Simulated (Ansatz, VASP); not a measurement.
## Two plane-wave programs on Al2O3

The input INCAR:

```
SYSTEM = Al2O3
PREC = Accurate
ENCUT = 520
EDIFF = 1E-6
ISMEAR = 0
SIGMA = 0.05
LREAL = .False.
LASPH = .True.
NELM = 80
ALGO = Normal
ISIF = 2
LWAVE = .False.
LCHARG = .True.
GGA = PE
IVDW = 12
LELF = .True.
LVHAR = .True.
NBANDS = 20
```

File KPOINTS:

```
Automatic mesh
0
Gamma
  9 9 4
  0 0 0
```

Contents of POSCAR:

```
Al2O3
1.0
    2.7812000000      0.0000000000      0.0000000000
   -1.3906000000      2.4085898530      0.0000000000
    0.0000000000      0.0000000000      7.7340000000
Al O
2 3
Direct
    0.0000000000      0.0000000000      0.1907358529
    0.0000000000      0.0000000000      0.8092641471
    0.3333333333      0.6666666667      0.2840924954
    0.6666666667      0.3333333333      0.0000000000
    0.3333333333      0.6666666667      0.7159075046
```

Input for Ansatz:

```yaml
crystal:
  lattice:
    - [2.7812, 0.0, 0.0]
    - [-1.3906, 2.408589853, 0.0]
    - [0.0, 0.0, 7.734]
  atoms:
    - { symbol: Al, position: [0.0, 0.0, 0.1907358529] }
    - { symbol: Al, position: [0.0, 0.0, 0.8092641471] }
    - { symbol: O, position: [0.3333333333, 0.6666666667, 0.2840924954] }
    - { symbol: O, position: [0.6666666667, 0.3333333333, 0.0] }
    - { symbol: O, position: [0.3333333333, 0.6666666667, 0.7159075046] }
basis:
  ecutwfc: 520.0
kpoints:
  mp_grid: { grid: [9, 9, 4] }
hamiltonian:
  xc: pbe
  pseudopotentials: { kind: paw, azcp: { folder: soft_1 } }
  dispersion: d3bj
scf:
  occupations: { method: gaussian, width: 0.05 }
output:
  forces: true
  stress: true
  eigenvalues: true
```

Alike in both runs: task single point; functional PBE; dispersion D3(BJ); k mesh 9 × 9 × 4; occupations gaussian, width 0.05 eV; no spin polarisation.

|  | VASP | Ansatz |
| --- | --- | --- |
| version | VASP 6.6.1 | Ansatz 0.2.0 |
| potentials or method | VASP PAW PBE potentials, release 64 (Al, O), cutoff 520 eV | scalar-relativistic, plane waves, PAW |
| valence electrons in the cell | 24 | 24 |

Ansatz gave:

| Quantity | Value |
| --- | --- |
| gap on the k mesh at the Fermi level (eV) | 5.20 |
| least direct gap on the mesh (eV) | 5.20 |
| pressure (GPa) | 6.4 |
| traceless stress, the component that is largest in VASP (GPa) | -20.21 |
| rms of the force components (eV/Å) | 0.472 |

Task: Which values does VASP return?

Result: gap on the k mesh at the Fermi level (eV): 5.21; least direct gap on the mesh (eV): 5.21; pressure (GPa): 6.5; traceless stress, the component that is largest in VASP (GPa): -20.54; rms of the force components (eV/Å): 0.457.

Atom by atom the forces differ by 0.019 eV/Å (rms over components).
